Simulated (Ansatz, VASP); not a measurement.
# One calculation of KF, two programs

```
K F
1.0
     0.00000    2.67350    2.67350
     2.67350    0.00000    2.67350
     2.67350    2.67350    0.00000
K F
1 1
Direct
  0.00000 0.00000 0.00000
  0.44156 0.55844 0.55844
```

Change from the starting cell: all F atoms moved +0.312 Å, as atom 2 along Cartesian [1 0 0].

Alike in both runs: task single point; functional r2SCAN; k mesh 8 × 8 × 8; occupations gaussian, width 0.05 eV; no spin polarisation.

|  | VASP | Ansatz |
| --- | --- | --- |
| version | VASP 6.6.1 | Ansatz 0.2.0 |
| potentials or method | VASP PAW PBE potentials, release 64 (K_sv, F), cutoff 520 eV | scalar-relativistic, plane waves, PAW |
| valence electrons in the cell | 16 | 16 |

|  | VASP | Ansatz | Ansatz less VASP |
| --- | --- | --- | --- |
| gap on the k mesh at the Fermi level (eV) | 6.82 | 6.82 | +0.002 |
| least direct gap on the mesh (eV) | 6.82 | 6.82 | +0.003 |
| pressure (GPa) | 1.1 | 1.1 | -0.03 |
| traceless stress, the component that is largest in VASP (GPa) | 3.95 | 3.78 | -0.172 |
| rms of the force components (eV/Å) | 0.457 | 0.437 | -0.0203 |

VASP's potentials were made for PBE, not for r2SCAN. Atom by atom the forces differ by 0.020 eV/Å (rms over components). With one functional, cell and mesh, what is left measures potentials, basis and numerics.
